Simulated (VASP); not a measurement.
PbSe, 2 atoms in the cell. It takes space group I4/mmm (No. 139, tetragonal). The conventional cell has a = 4.499 Å, b = 4.499 Å, c = 6.139 Å, α = 90.00°, β = 90.00°, γ = 90.00°. Pb (site symmetry 4/mmm) has 6 Se at 3.07 to 3.18 Å within 4.0 Å. Se (site symmetry 4/mmm) has 6 Pb at 3.07 to 3.18 Å within 4.0 Å.  This cell differs from its parent crystal: epitaxial xy strain +3.0%.

* Program: VASP 6.6.1
* Task: single point
* Functional: PBE
* Potentials or basis: VASP PAW PBE potentials, release 64 (Pb_d, Se)
* Cutoff: 520 eV
* k mesh: 8 × 8 × 8
* Occupations: fermi-dirac, width 0.02 eV
* Spin: no spin polarisation
* Dipole correction: no
* Further INCAR settings: ALGO = Normal; EDIFF = 1e-07; NBANDS = 17

Potentials or basis: VASP PAW PBE potentials, release 64 (Pb_d, Se).

Launch:

```console
$ cat potpaw_PBE.64/Pb_d/POTCAR potpaw_PBE.64/Se/POTCAR > POTCAR
$ mpirun -np 1 vasp_std > vasp.out
```

Hardware: 1 thread of AMD EPYC 7R13, with other jobs on the host.

**Question.** Estimate the wall time of this run.

**Answer.** Wall time 2.7 min on 1 thread of AMD EPYC 7R13, on a shared host, peak memory 0.21 GiB. Counts: scf iterations 13, k points 59.
